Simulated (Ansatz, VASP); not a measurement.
## Sb in VASP and in Ansatz

The input POSCAR:

```
Sb
1.0
    2.9650574789      0.0000000000      0.0000000000
   -1.4825287395      2.5678151005      0.0000000000
    0.0000000000      0.0000000000      4.5874090111
Sb
2
Direct
    0.3333333333      0.6666666667      0.2500000000
    0.6666666667      0.3333333333      0.7500000000
```

INCAR.step1

```
SYSTEM = Sb
ALGO = Normal
EDIFF = 1E-4
ENCUT = 600
GGA = PE
ISMEAR = 0
LASPH = .True.
LCHARG = .False.
LREAL = .False.
LWAVE = .True.
NELM = 60
PREC = Accurate
SIGMA = 0.1
```

INCAR.step2

```
SYSTEM = Sb
ALGO = Normal
EDIFF = 1E-6
EDIFFG = -0.05
ENCUT = 600
IBRION = 2
ISIF = 3
ISMEAR = 0
ISTART = 1
LASPH = .True.
LCHARG = .False.
LMIXTAU = .True.
LREAL = .False.
LWAVE = .False.
METAGGA = R2SCAN
NELM = 60
NSW = 80
PREC = Accurate
SIGMA = 0.1
```

File KPOINTS:

```
k-points
0
Gamma
  6 6 4
  0 0 0
```

Input for Ansatz:

```yaml
crystal:
  lattice:
    - [2.9650574789, 0.0, 0.0]
    - [-1.4825287395, 2.5678151005, 0.0]
    - [0.0, 0.0, 4.5874090111]
  atoms:
    - { symbol: Sb, position: [0.3333333333, 0.6666666667, 0.25] }
    - { symbol: Sb, position: [0.6666666667, 0.3333333333, 0.75] }
basis:
  ecutwfc: 500
kpoints:
  mp_grid: { grid: [6, 6, 4] }
hamiltonian:
  xc: r2scan
scf:
  occupations: { method: gaussian, width: 0.1 }
output:
  forces: true
  stress: true
  eigenvalues: true
relax:
  adjacent_minimum: "off"
  f_tol: 0.05
  max_steps: 60
  cell: { stress_tol: 0.5 }
```

Alike in both runs: task relaxation of cell and atoms; functional r2SCAN; k mesh 6 × 6 × 4; occupations gaussian, width 0.1 eV; no spin polarisation.

```csv
,VASP,Ansatz
version,VASP 6.6.1,Ansatz 0.2.0
potentials or method,"VASP PAW PBE potentials, release 64 (Sb), cutoff 600 eV","scalar-relativistic, plane waves, PAW"
valence electrons in the cell,10,30
```

|  | VASP | Ansatz | Ansatz less VASP |
| --- | --- | --- | --- |
| gap on the k mesh at the Fermi level, each at its own relaxed structure (eV) | none | none | - |
| relaxed volume (Å³/atom) | 26.95 | 27.06 | +0.107 |
| relaxed cell length with the largest relative difference (Å) | 3.328 | 3.335 | +0.0077 |

VASP's potentials were made for PBE, not for r2SCAN. A gap of «none» marks a metal or a gap that the smearing closes. VASP's potentials hold 10 valence electrons a cell and Ansatz's 30, so a difference there can come from the potentials and not from the codes.

The k mesh is coarse, so the values compare programs but aren't converged. Spin-orbit coupling is off throughout. Noted on VASP's run: the volume moved by over 15 % at a fixed basis, so the end points are rough.
